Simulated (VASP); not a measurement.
Crystal: NdAs3Pb2.

```
Nd As Pb
1.0
     6.35833    0.00000    0.00000
    -3.17917    5.50648    0.00000
     0.00000    0.00000    4.69615
Nd As Pb
1 3 2
Direct
  0.00000 0.00000 0.19263
  0.00000 0.50000 0.99502
  0.50000 0.00000 0.99502
  0.50000 0.50000 0.99502
  0.66667 0.33333 0.49615
  0.33333 0.66667 0.49615
```

The cell was generated, and may not be a known phase.

* Program: VASP 6.6.1
* Task: relaxation of cell and atoms
* Functional: PBE
* Potentials or basis: VASP PAW PBE potentials, release 64 (Nd_3, As, Pb_d), 4f in core
* Cutoff: 500 eV
* k mesh: 3 × 3 × 4
* Occupations: gaussian, width 0.1 eV
* Spin: no spin polarisation

At the start: pressure 2.3 GPa; volume 27.40 Å³/atom.

Question: Where does the relaxation end?

Answer: Over 19 steps the energy falls by 208.6 meV/atom and the volume is 28.76 Å³/atom (+5.0 %); space group P6mm (No. 183, to 0.1 Å) before and after.

Step by step:
```
step  energy change (eV)  largest force (eV/Å)  pressure (GPa)  volume (Å³)
   1              0.0000                0.8935            2.26       164.42
   2             -0.2130                0.9086           -0.74       173.68
   3             -0.2658                0.8998           -2.89       182.69
   4             -0.4468                0.8009           -2.92       182.50
   5             -1.0278                0.5193           -2.73       181.08
   6             -0.6632                0.8647            2.86       174.74
   7             -1.1662                0.2151           -1.66       179.51
   8             -1.1655                0.2401           -1.76       179.63
   9             -1.2091                0.2144           -0.32       173.63
  10             -1.2109                0.2310            0.06       172.25
  11             -1.2166                0.2079            0.07       172.10
  12             -1.2306                0.1495            0.11       171.66
  13             -1.2435                0.1019            0.32       170.79
  14             -1.2436                0.1359           -0.50       173.65
  15             -1.2454                0.1196           -0.10       172.23
  16             -1.2474                0.0945           -0.10       172.45
  17             -1.2494                0.0334           -0.09       172.99
  18             -1.2509                0.0243           -0.03       172.80
  19             -1.2518                0.0132            0.05       172.58
```

Final structure:
```cif
data_structure
_symmetry_space_group_name_H-M 'P 1'
_symmetry_Int_Tables_number 1
_cell_length_a 5.9449
_cell_length_b 5.9449
_cell_length_c 5.6387
_cell_angle_alpha 90.000
_cell_angle_beta 90.000
_cell_angle_gamma 120.000
_cell_volume 172.58
loop_
_atom_site_label
_atom_site_type_symbol
_atom_site_fract_x
_atom_site_fract_y
_atom_site_fract_z
_atom_site_occupancy
Nd1 Nd 0.00000 0.00000 0.10415 1
As1 As 0.00000 0.50000 0.01018 1
As2 As 0.50000 0.00000 0.01018 1
As3 As 0.50000 0.50000 0.01018 1
Pb1 Pb 0.66667 0.33333 0.51766 1
Pb2 Pb 0.33333 0.66667 0.51766 1
```

Caveat: the k points lie up to 0.41 Å⁻¹ apart in the final cell, too coarse for converged energies and pressures of a metal; a cell axis changed by over 15 % at a fixed basis, so the end point is rough.
